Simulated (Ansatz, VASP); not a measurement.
**CdSe: VASP beside Ansatz**

File INCAR:

```
SYSTEM = CdSe
PREC = Accurate
ENCUT = 520
EDIFF = 1E-6
ISMEAR = 0
SIGMA = 0.01
LREAL = .False.
LASPH = .True.
NELM = 100
ALGO = Normal
ISIF = 2
LWAVE = .False.
LCHARG = .True.
GGA = PE
LELF = .True.
LVHAR = .True.
NBANDS = 26
```

Contents of KPOINTS:

```
regular mesh
0
Gamma
  6 6 4
  0 0 0
```

Contents of POSCAR:

```
CdSe
1.0
    4.3391000164      0.0000000000      0.0000000000
   -2.1695500082      3.7577708438      0.0000000000
    0.0000000000      0.0000000000      7.0812827247
Cd Se
2 2
Direct
    0.3333333333      0.6666666667      0.0045810698
    0.6666666667      0.3333333333      0.5045810698
    0.3333333333      0.6666666667      0.3804189302
    0.6666666667      0.3333333333      0.8804189302
```

Input for Ansatz:

```yaml
crystal:
  lattice:
    - [4.3391000164, 0.0, 0.0]
    - [-2.1695500082, 3.7577708438, 0.0]
    - [0.0, 0.0, 7.0812827247]
  atoms:
    - { symbol: Cd, position: [0.3333333333, 0.6666666667, 0.0045810698] }
    - { symbol: Cd, position: [0.6666666667, 0.3333333333, 0.5045810698] }
    - { symbol: Se, position: [0.3333333333, 0.6666666667, 0.3804189302] }
    - { symbol: Se, position: [0.6666666667, 0.3333333333, 0.8804189302] }
kpoints:
  mp_grid: { grid: [6, 6, 4] }
hamiltonian:
  xc: pbe
scf:
  occupations: { method: fixed }
  n_extra_bands: 5
output:
  forces: true
  stress: true
  eigenvalues: true
```

Alike in both runs: task single point; functional PBE; k mesh 6 × 6 × 4; no spin polarisation.

|  | VASP | Ansatz |
| --- | --- | --- |
| version | VASP 6.6.1 | Ansatz 0.2.0 |
| potentials or method | VASP PAW PBE potentials, release 64 (Cd, Se) | plane waves, PAW |
| plane-wave cutoff (eV) | 520 | 420 |
| occupations | gaussian, width 0.01 eV | fixed |
| valence electrons in the cell | 36 | 72 |

Ansatz gave:

* gap on the k mesh at the Fermi level (eV): 0.61
* pressure (GPa): 1.5
* rms of the force components (eV/Å): 0.003

**Question.** What did VASP give for the same quantities?

**Answer.** gap on the k mesh at the Fermi level (eV): 0.61; pressure (GPa): 1.7; rms of the force components (eV/Å): 0.004.

Atom by atom the forces differ by 0.000 eV/Å (rms over components). VASP's potentials hold 36 valence electrons a cell and Ansatz's 72, so a difference there can come from the potentials and not from the codes.
